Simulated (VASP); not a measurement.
## Al36BN34 (a cell with a defect): single point with PBE

Al36BN34 (a cell with a defect):

```
Al N B
1.0
     9.38927    0.00000    0.00000
    -4.69464    8.13135    0.00000
     0.00000    0.00000   10.03481
Al N B
36 34 1
Direct
  0.22249 0.11015 0.25103
  0.11215 0.22259 0.49961
  0.21964 0.10854 0.75239
  0.11132 0.22294 0.00119
  0.22651 0.44632 0.25137
  0.11115 0.55518 0.50047
  0.22070 0.44339 0.75103
  0.11156 0.55505 0.00103
  0.22229 0.77712 0.25086
  0.11002 0.88603 0.50108
  0.22213 0.77673 0.75079
  0.11114 0.88778 0.00090
  0.55425 0.11107 0.25118
  0.43175 0.20803 0.50539
  0.55543 0.10867 0.75143
  0.44412 0.22037 0.99479
  0.56682 0.45644 0.23692
  0.44411 0.55833 0.50710
  0.55504 0.44198 0.74249
  0.44459 0.55646 0.99459
  0.55666 0.77777 0.25117
  0.44307 0.88643 0.50096
  0.55697 0.77947 0.75126
  0.44437 0.88786 0.00125
  0.88931 0.11251 0.25183
  0.77551 0.22409 0.49958
  0.88889 0.11150 0.74967
  0.77883 0.22330 0.00050
  0.88957 0.44741 0.25055
  0.78405 0.56504 0.50165
  0.88990 0.44409 0.74948
  0.78190 0.55779 0.99316
  0.89088 0.77930 0.24983
  0.77813 0.88979 0.49936
  0.88967 0.77958 0.75034
  0.77878 0.89018 0.00078
  0.21409 0.10269 0.43941
  0.11427 0.22336 0.19171
  0.22079 0.11041 0.94320
  0.11152 0.22124 0.69083
  0.22219 0.44568 0.44148
  0.11265 0.55494 0.19133
  0.22098 0.44355 0.94061
  0.11163 0.55499 0.69063
  0.22165 0.77672 0.44118
  0.11334 0.88968 0.19032
  0.22243 0.77749 0.94128
  0.11144 0.88772 0.69154
  0.55181 0.10621 0.44040
  0.55639 0.11008 0.94245
  0.44029 0.21416 0.69711
  0.44514 0.55831 0.18339
  0.55612 0.44341 0.93973
  0.44326 0.55708 0.69705
  0.55495 0.77937 0.44124
  0.44462 0.88923 0.19121
  0.55737 0.78031 0.94077
  0.44425 0.88760 0.69135
  0.88831 0.11363 0.44123
  0.77650 0.22401 0.19135
  0.88944 0.11235 0.94129
  0.77690 0.22161 0.69052
  0.89034 0.44689 0.44082
  0.78758 0.56189 0.18048
  0.89056 0.44373 0.93917
  0.78172 0.55777 0.69413
  0.89369 0.78426 0.43971
  0.77928 0.89058 0.19137
  0.89045 0.78134 0.93954
  0.77835 0.88948 0.69022
  0.55144 0.43329 0.43283
```

| Item | Value |
| --- | --- |
| Program | VASP 6.6.1 |
| Task | single point |
| Functional | PBE |
| Potentials or basis | VASP PAW PBE potentials, release 64 (Al, N, B) |
| Cutoff | 520 eV |
| k mesh | 1 × 1 × 1, shifted |
| Occupations | fermi-dirac, width 0.01 eV |
| Spin | collinear spin |
| Fixed moment | 1 μB |

- Pressure: 1.6 GPa
- Largest force: 0.087 eV/Å
- Net moment: 1.00 μB per cell
- Site moments: Al -0.00, +0.00, +0.01, +0.05, +0.03 (each value once); N +0.00, +0.03, -0.00, +0.02, +0.04, +0.01 (each value once); B +0.28 μB
- Valence electrons inside the program's atomic spheres: Al 0.77, 0.79, 0.81, 0.80, 0.82, 0.85, 0.83 (each value once); N 3.86, 3.84, 3.85, 3.82, 3.83, 3.87 (each value once); B 2.05

Forces on the atoms (eV/Å):
```
Al  -0.023  0.009  0.011
Al  -0.042  0.027 -0.003
Al   0.027 -0.008 -0.004
Al  -0.033  0.017  0.011
Al   0.022 -0.018  0.003
Al  -0.020 -0.001 -0.014
Al   0.030 -0.011  0.002
Al  -0.022  0.011 -0.001
Al   0.070 -0.020  0.012
Al  -0.015  0.014  0.011
Al   0.031 -0.018 -0.001
Al  -0.014  0.023 -0.033
Al   0.037 -0.010 -0.008
Al   0.031 -0.003 -0.022
Al   0.018 -0.013 -0.010
Al  -0.013  0.033 -0.022
Al  -0.004  0.001  0.018
Al  -0.004  0.070 -0.024
Al   0.013 -0.028 -0.008
Al  -0.016  0.012  0.005
Al  -0.015 -0.023 -0.003
Al  -0.004  0.025 -0.024
Al   0.020 -0.022  0.002
Al  -0.021  0.013  0.020
Al   0.017  0.023 -0.022
Al  -0.036  0.010 -0.020
Al   0.025 -0.011  0.000
Al  -0.027  0.016  0.027
Al   0.048 -0.055  0.012
Al   0.010  0.036  0.010
Al   0.035 -0.019  0.003
Al  -0.047 -0.006 -0.024
Al  -0.064  0.032  0.050
Al  -0.067  0.018 -0.006
Al   0.023 -0.003  0.003
Al  -0.032  0.020  0.005
N    0.036 -0.007  0.027
N   -0.038 -0.002  0.012
N    0.032 -0.021  0.005
N   -0.038  0.018  0.004
N    0.055 -0.029  0.005
N   -0.053  0.025 -0.008
N    0.038 -0.018 -0.005
N   -0.043  0.020  0.003
N    0.020 -0.017  0.001
N    0.027  0.008 -0.028
N    0.030 -0.020  0.000
N   -0.044  0.019 -0.005
N    0.030 -0.032 -0.004
N    0.038 -0.024  0.029
N   -0.039  0.028  0.018
N   -0.030  0.032  0.026
N    0.033 -0.010 -0.015
N   -0.044  0.028  0.008
N    0.034 -0.011  0.010
N   -0.006  0.018 -0.011
N    0.038 -0.024 -0.005
N   -0.041  0.023  0.014
N    0.049 -0.021  0.006
N   -0.011 -0.003  0.011
N    0.042 -0.023 -0.007
N   -0.047  0.020  0.005
N    0.001  0.000  0.003
N    0.004 -0.029 -0.035
N    0.038 -0.015 -0.007
N   -0.059  0.005 -0.032
N    0.050 -0.050  0.002
N   -0.021  0.016 -0.007
N    0.043 -0.033  0.004
N   -0.033  0.018 -0.001
B   -0.029 -0.032  0.015
```

Stress tensor (GPa, compression positive):
```
 0.64  0.26 -0.28
 0.26  2.08 -0.27
-0.28 -0.27  1.94
```

Run time: 100 min on 1 thread of Oxide Virtual Turin-like Processor, with other jobs on the host, peak memory 1.7 GiB.

Caveat: the k points lie up to 0.39 Å⁻¹ apart; the total moment is fixed, so each spin has its own Fermi level and the state may be an excited one.
